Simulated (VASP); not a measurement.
# Si (Fd-3m) in VASP: further runs, part 2 of 2

VASP 6.6.1.

**3. Electric field gradients, PBEsol**

The input, INCAR:

```
ALGO = Normal
EDIFF = 1E-8
ENCUT = 400
GGA = PS
GGA_COMPAT = False
ISIF = 2
ISMEAR = -1
LASPH = True
LCHARG = False
LEFG = True
LREAL = False
LWAVE = False
NBANDS = 11
NELM = 120
PREC = Accurate
SIGMA = 0.02
```

The input, KPOINTS:

```
k-points
0
Gamma
  14 14 14
```

The input, POSCAR:

```
Si
1.0
    0.0000000000      2.7153500000      2.7153500000
    2.7153500000      0.0000000000      2.7153500000
    2.7153500000      2.7153500000      0.0000000000
Si
2
Direct
    0.0000000000      0.0000000000      0.0000000000
    0.2500000000      0.2500000000      0.2500000000
```

Potentials or basis: VASP PAW PBE potentials, release 64 (Si).

Run with:

```
> cat potpaw_PBE.64/Si/POTCAR > POTCAR
> mpirun -np 1 vasp_std > vasp.out
```

OUTCAR:

```text
EDIFF = 1E-8
   ENCUT = 400
   GGA = PS
   ISIF = 2
   ISMEAR = -1
   LASPH = True
   LREAL = False
   NELM = 120
   PREC = Accurate

 ion  position               nearest neighbor table
   1  0.000  0.000  0.000-   2 2.35   2 2.35   2 2.35   2 2.35
   2  0.250  0.250  0.250-   1 2.35   1 2.35   1 2.35   1 2.35

  LATTYP: Found a face centered cubic cell.
 ALAT       =     5.4307000000

  Lattice vectors:

 A1 = (   0.0000000000,   2.7153500000,   2.7153500000)
 A2 = (   2.7153500000,   0.0000000000,   2.7153500000)
 A3 = (   2.7153500000,   2.7153500000,   0.0000000000)

Analysis of symmetry for initial positions (statically):
=====================================================================
 Subroutine PRICEL returns:
 Original cell was already a primitive cell.

 Routine SETGRP: Setting up the symmetry group for a
 face centered cubic supercell.

 Subroutine GETGRP returns: Found 48 space group operations
 (whereof 24 operations were pure point group operations)
 out of a pool of 48 trial point group operations.

The static configuration has the point symmetry T_d .
 The point group associated with its full space group is O_h .

Analysis of symmetry for dynamics (positions and initial velocities):
=====================================================================
 Subroutine PRICEL returns:
 Original cell was already a primitive cell.

 Routine SETGRP: Setting up the symmetry group for a
 face centered cubic supercell.

 Subroutine GETGRP returns: Found 48 space group operations
 (whereof 24 operations were pure point group operations)
 out of a pool of 48 trial point group operations.

[... 482 lines left out ...]
      3       4.2156      2.00000
      4       4.2584      2.00000
      5       7.7894      0.00000
      6       9.6606      0.00000
      7      10.2529      0.00000
      8      10.5058      0.00000
      9      13.9176      0.00000
     10      14.2499      0.00000
     11      15.8263      0.00000

 [... further k-points ...]

------------------------ aborting loop because EDIFF is reached ----------------------------------------

  FORCE on cell =-STRESS in cart. coord.  units (eV):
  Direction    XX          YY          ZZ          XY          YZ          ZX
  --------------------------------------------------------------------------------------
  -------------------------------------------------------------------------------------
  Total        0.0634183      0.0634183      0.0634183     -0.0000000     -0.0000000     -0.0000000
  in kB        2.5375701      2.5375701      2.5375701     -0.0000000     -0.0000000     -0.0000000
  external PRESSURE =       2.5375701 kB  Pullay stress =       0.0000000 kB

 VOLUME and BASIS-vectors are now :
 -----------------------------------------------------------------------------
  energy-cutoff  :      400.00
  volume of cell :       40.04
      direct lattice vectors                 reciprocal lattice vectors
     0.000000000  2.715350000  2.715350000    -0.184138325  0.184138325  0.184138325
     2.715350000  0.000000000  2.715350000     0.184138325 -0.184138325  0.184138325
     2.715350000  2.715350000  0.000000000     0.184138325  0.184138325 -0.184138325

 POSITION                                       TOTAL-FORCE (eV/Angst)
 -----------------------------------------------------------------------------------
      0.00000      0.00000      0.00000         0.000000      0.000000      0.000000
      1.35767      1.35767      1.35767        -0.000000     -0.000000     -0.000000
 -----------------------------------------------------------------------------------
    total drift:                                0.000000      0.000000     -0.000000

  FREE ENERGIE OF THE ION-ELECTRON SYSTEM (eV)
  ---------------------------------------------------
  free  energy   TOTEN  =       -11.4934704383 eV

  energy  without entropy=      -11.4934704203  energy(sigma->0) =      -11.49347043

 Electric field gradients (V/A^2)
---------------------------------------------------------------------
 ion       V_xx      V_yy      V_zz      V_xy      V_xz      V_yz
---------------------------------------------------------------------
   1      -0.000    -0.000     0.000    -0.000    -0.000    -0.000
   2      -0.000    -0.000     0.000    -0.000    -0.000    -0.000
---------------------------------------------------------------------

 Electric field gradients after diagonalization (V/A^2)
 (convention: |V_zz| > |V_xx| > |V_yy|)
----------------------------------------------------------------------
 ion       V_xx      V_yy      V_zz     asymmetry (V_yy - V_xx)/ V_zz
----------------------------------------------------------------------
   1       0.000     0.000    -0.000       0.000
   2       0.000     0.000    -0.000       0.000
----------------------------------------------------------------------

           NMR quadrupolar parameters

 Cq : quadrupolar parameter    Cq=e*Q*V_zz/h
 eta: asymmetry parameters     (V_yy - V_xx)/ V_zz
 Q  : nuclear electric quadrupole moment in mb (millibarn)
----------------------------------------------------------------------
 ion       Cq(MHz)       eta       Q (mb)
----------------------------------------------------------------------
   1      -0.000       0.000       1.000
   2      -0.000       0.000       1.000
----------------------------------------------------------------------
```

OSZICAR:

```text
N       E                     dE             d eps       ncg     rms          rms(c)
DAV:   1     0.290927481554E+01    0.29093E+01   -0.27506E+03  2296   0.454E+02
DAV:   2    -0.112988465556E+02   -0.14208E+02   -0.13588E+02  3002   0.745E+01
DAV:   3    -0.117136321714E+02   -0.41479E+00   -0.41395E+00  2884   0.109E+01
DAV:   4    -0.117165387071E+02   -0.29065E-02   -0.29062E-02  2730   0.117E+00
DAV:   5    -0.117165661500E+02   -0.27443E-04   -0.27443E-04  2896   0.101E-01    0.496E+00
DAV:   6    -0.115627694858E+02    0.15380E+00   -0.82984E-02  2565   0.115E+00    0.297E+00
DAV:   7    -0.114928179320E+02    0.69952E-01   -0.14781E-01  2674   0.162E+00    0.183E-01
DAV:   8    -0.114933957100E+02   -0.57778E-03   -0.58814E-03  2608   0.424E-01    0.815E-02
DAV:   9    -0.114934598611E+02   -0.64151E-04   -0.94217E-05  2923   0.622E-02    0.565E-02
DAV:  10    -0.114934706507E+02   -0.10790E-04   -0.10409E-05  2680   0.175E-02    0.645E-03
DAV:  11    -0.114934704457E+02    0.20499E-06   -0.68821E-07  2869   0.406E-03    0.249E-03
DAV:  12    -0.114934703997E+02    0.46079E-07   -0.13502E-07  2588   0.217E-03    0.223E-03
DAV:  13    -0.114934704355E+02   -0.35851E-07   -0.30489E-09  2053   0.298E-04    0.182E-04
DAV:  14    -0.114934704383E+02   -0.27633E-08   -0.19143E-10  1429   0.982E-05
   1 F= -.11493470E+02 E0= -.11493470E+02  d E =-.179615E-07
```

stdout:

```text
POSCAR found type information on POSCAR Si
 POSCAR found :  1 types and       2 ions
 scaLAPACK will be used
 -----------------------------------------------------------------------------
|                                                                             |
|                                                                             |
|     You enforced a specific xc type in the INCAR file but a different       |
|     I HOPE YOU KNOW WHAT YOU ARE DOING!                                     |
|                                                                             |
 -----------------------------------------------------------------------------

 LDA part: xc-table for (Slater+PW92), standard interpolation
 POSCAR, INCAR and KPOINTS ok, starting setup
 FFT: planning ... GRIDC
 FFT: planning ... GRID_SOFT
 FFT: planning ... GRID
 WAVECAR not read
 entering main loop
ion   1

ion   2
```

Wall time 15 s (1 thread of Intel Xeon 6975P-C (Granite Rapids), shared host); peak memory 0.15 GiB.

Results:

- Free energy: -11.4935 eV
- Pressure: 0.3 GPa
- Band gap on the k mesh: 0.46 eV (least direct gap 2.52 eV)
- Largest electric field gradient by atom: under 0.05 V/Å² on every atom

Caveat: semilocal functionals underestimate gaps, and a narrow one can read as zero; the PAW data sets were made with another functional, which shifts forces and pressure a little. A k mesh can miss the band edges.

**4. Electric field gradients, r2SCAN**

POSCAR is that of step 3.

The input, INCAR.step1:

```
SYSTEM = Si
ALGO = Normal ; EDIFF = 1E-5
ENCUT = 440 ; GGA = PE
GGA_COMPAT = .False. ; ISMEAR = -1
LASPH = .True. ; LCHARG = .False.
LREAL = .False. ; LWAVE = .True.
NBANDS = 11 ; NELM = 120
PREC = Accurate ; SIGMA = 0.02
```

The input, INCAR.step2:

```
SYSTEM = Si
ALGO = Normal ; EDIFF = 1E-8
ENCUT = 440 ; GGA_COMPAT = .False.
ISIF = 2 ; ISMEAR = -1
ISTART = 1 ; LASPH = .True.
LCHARG = .False. ; LEFG = .True.
LMIXTAU = .True. ; LREAL = .False.
LWAVE = .False. ; METAGGA = R2SCAN
NBANDS = 11 ; NELM = 120
PREC = Accurate ; SIGMA = 0.02
```

The input, KPOINTS:

```
k-points
0
Gamma
  14 14 14
  0 0 0
```

Potentials or basis: VASP PAW PBE potentials, release 64 (Si).

Run with:

```
> cat potpaw_PBE.64/Si/POTCAR > POTCAR
> cp INCAR.step1 INCAR
> mpirun -np 1 vasp_std > vasp.out
> cp INCAR.step2 INCAR
> mpirun -np 1 vasp_std > vasp.out
```

OUTCAR:

```text
SYSTEM = Si
   EDIFF = 1E-8
   ENCUT = 440
   ISIF = 2
   ISMEAR = -1
   ISTART = 1
   LASPH = .True.
   LREAL = .False.
   METAGGA = R2SCAN
   NELM = 120
   PREC = Accurate

 ion  position               nearest neighbor table
   1  0.000  0.000  0.000-   2 2.35   2 2.35   2 2.35   2 2.35
   2  0.250  0.250  0.250-   1 2.35   1 2.35   1 2.35   1 2.35

  LATTYP: Found a face centered cubic cell.
 ALAT       =     5.4307000000

  Lattice vectors:

 A1 = (   0.0000000000,   2.7153500000,   2.7153500000)
 A2 = (   2.7153500000,   0.0000000000,   2.7153500000)
[... 551 lines left out ...]
  free  energy   TOTEN  =       -17.5508066774 eV

  energy  without entropy=      -17.5508066774  energy(sigma->0) =      -17.55080668

 Electric field gradients (V/A^2)
---------------------------------------------------------------------
 ion       V_xx      V_yy      V_zz      V_xy      V_xz      V_yz
---------------------------------------------------------------------
   1      -0.000     0.000    -0.000    -0.000    -0.000    -0.000
   2      -0.000     0.000    -0.000    -0.000    -0.000    -0.000
---------------------------------------------------------------------

 Electric field gradients after diagonalization (V/A^2)
 (convention: |V_zz| > |V_xx| > |V_yy|)
----------------------------------------------------------------------
 ion       V_xx      V_yy      V_zz     asymmetry (V_yy - V_xx)/ V_zz
----------------------------------------------------------------------
   1       0.000     0.000    -0.000       0.000
   2       0.000     0.000    -0.000       0.000
----------------------------------------------------------------------

           NMR quadrupolar parameters

 Cq : quadrupolar parameter    Cq=e*Q*V_zz/h
 eta: asymmetry parameters     (V_yy - V_xx)/ V_zz
 Q  : nuclear electric quadrupole moment in mb (millibarn)
----------------------------------------------------------------------
 ion       Cq(MHz)       eta       Q (mb)
----------------------------------------------------------------------
   1      -0.000       0.000       1.000
   2      -0.000       0.000       1.000
----------------------------------------------------------------------
```

OUTCAR.step1:

```text
SYSTEM = Si
   EDIFF = 1E-5
   ENCUT = 440
   GGA = PE
   ISMEAR = -1
   LASPH = .True.
   LREAL = .False.
[... 558 lines left out ...]
      0.00000      0.00000      0.00000         0.000000      0.000000      0.000000
      1.35767      1.35767      1.35767        -0.000000     -0.000000     -0.000000
 -----------------------------------------------------------------------------------
    total drift:                                0.000000      0.000000     -0.000000

  FREE ENERGIE OF THE ION-ELECTRON SYSTEM (eV)
  ---------------------------------------------------
  free  energy   TOTEN  =       -10.8448550888 eV

  energy  without entropy=      -10.8448550877  energy(sigma->0) =      -10.84485509
```

Run time: 71 s. Hardware: 1 thread of Intel Xeon 6975P-C (Granite Rapids), shared host; peak memory 0.16 GiB.

Results:

```yaml
Free_energy: -17.5508 eV
Pressure: 0.5 GPa
Band_gap_on_the_k_mesh: 0.77 eV (least direct gap 2.76 eV)
Largest_electric_field_gradient_by_atom: under 0.05 V/Å² on every atom
```

Levels at points of the mesh, in eV from the valence-band top:
```tsv
k point	band 2	band 3	band 4	band 5	band 6	band 7
(0.00, 0.00, 0.00)	0.00	0.00	0.00	2.76	2.76	2.76
(0.50, 0.00, 0.00)	-7.27	-1.27	-1.27	1.89	3.59	3.59
(0.50, 0.50, 0.00)	-8.16	-3.01	-3.01	0.92	0.92	10.88
```

Caveat: semilocal functionals underestimate gaps, and a narrow one can read as zero; the PAW data sets were made with another functional, which shifts forces and pressure a little.

**5. The runs side by side**

| level | cutoff (eV) | gap on the mesh (eV) | pressure (GPa) |
| --- | --- | --- | --- |
| PBE | 400 | 0.57 | 1.9 |
| PBEsol | 400 | 0.46 | 0.3 |
| r2SCAN | 440 | 0.77 | 0.5 |

Alike in all rows: task electric field gradients; potentials or basis VASP PAW PBE potentials, release 64 (Si); no spin polarisation; cell as given; k mesh 14 × 14 × 14; smearing fermi-dirac 0.02 eV.

On the cell as given the gap runs from 0.46 eV (PBEsol) to 0.77 eV (r2SCAN). The pressure there spans 0.3 GPa (PBEsol) to 1.9 GPa (PBE); a positive pressure means that this level wants a larger cell, a negative one a smaller.

Caveats: semilocal functionals underestimate gaps, and a narrow one can read as zero; the PAW data sets were made with another functional, which shifts forces and pressure a little (at least some runs).

Total energies depend on the potentials used, so only differences within one code and one set of settings carry meaning.
